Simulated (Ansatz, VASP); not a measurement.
## LiLaCdAs2 in VASP and in Ansatz

```
Li La Cd As
1.0
     4.43117    0.00000    0.00000
    -2.21558    3.83750    0.00000
     0.00000    0.00000    7.14768
Li La Cd As
1 1 1 2
Direct
  0.66667 0.33333 0.36772
  0.00000 0.00000 0.01005
  0.33333 0.66667 0.61828
  0.33333 0.66667 0.24243
  0.66667 0.33333 0.76152
```

Change from the starting cell: species swapped into the PrZnAgP2 type (P3m1, No. 156).

Alike in both runs: functional PBE; k mesh 6 × 6 × 4; occupations gaussian, width 0.02 eV; no spin polarisation.

Ansatz relaxed the structure, and its values are those at the end. VASP's run is a single point on that final structure, the one shown.

|  | VASP | Ansatz |
| --- | --- | --- |
| version | VASP 6.6.1 | Ansatz 0.2.0 |
| potentials or method | VASP PAW PBE potentials, release 64 (Li_sv, La, Cd, As), cutoff 520 eV | scalar-relativistic, plane waves, PAW |
| valence electrons in the cell | 36 | 64 |

Ansatz gave:

```
gap on the k mesh at the Fermi level (eV) : 0.92
least direct gap on the mesh (eV)         : 0.93
rms of the force components (eV/Å)        : 0.002
```

**Question.** What did VASP give for the same quantities?

**Answer.** gap on the k mesh at the Fermi level (eV): 0.90; least direct gap on the mesh (eV): 0.93; rms of the force components (eV/Å): 0.008.

VASP's potentials hold 36 valence electrons a cell and Ansatz's 64, so a difference there can come from the potentials and not from the codes.

Neither program's run includes spin-orbit coupling. Noted on VASP's run: the cutoff is short for stress, so the pressure is rough.
